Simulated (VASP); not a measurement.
# InAs: single point with PBE

Crystal: InAs.

```
In As
1.0
     0.00000    3.18618    3.18618
     3.18618    0.00000    3.18618
     3.18618    3.18618    0.00000
In As
1 1
Cartesian
  0.0000 0.0000 0.0000
  4.7793 4.7793 4.7793
```

This cell differs from its parent crystal: strain +0.030 along x and y, +0.030 along z.

```
Program                : VASP 6.6.1
Task                   : single point
Functional             : PBE
Potentials or basis    : VASP PAW PBE potentials, release 64 (In_d, As)
Cutoff                 : 520 eV
k mesh                 : 16 × 16 × 16
Occupations            : gaussian, width 0.15 eV
Spin                   : no spin polarisation
Dipole correction      : no
Further INCAR settings : ALGO = Normal; EDIFF = 1e-06; NBANDS = 16
```

| Property | Result |
| --- | --- |
| Pressure | -3.5 GPa |
| Band gap on the k mesh | zero (filled and empty bands touch) |

Levels at points of the mesh, in eV from the Fermi level:
```csv
k point,band 6,band 7,band 8,band 9,band 10,band 11,band 12,band 13
"(0.00, 0.00, 0.00)",-11.11,-1.12,-0.14,-0.14,-0.14,3.67,3.67,3.67
"(0.50, 0.00, 0.00)",-10.07,-5.20,-0.92,-0.92,0.49,4.41,4.41,6.40
"(0.50, 0.50, 0.00)",-9.69,-5.37,-1.99,-1.99,1.63,1.84,8.06,8.06
```

Run time: 60 s on 1 thread of Intel(R) Xeon(R) 6975P-C (Granite Rapids) (shared host), peak memory 0.31 GiB.

Caveat: the cell differs from its parent crystal (strain +0.030 along x and y, +0.030 along z); spin-orbit coupling is left out, which moves the levels of the heavy elements.
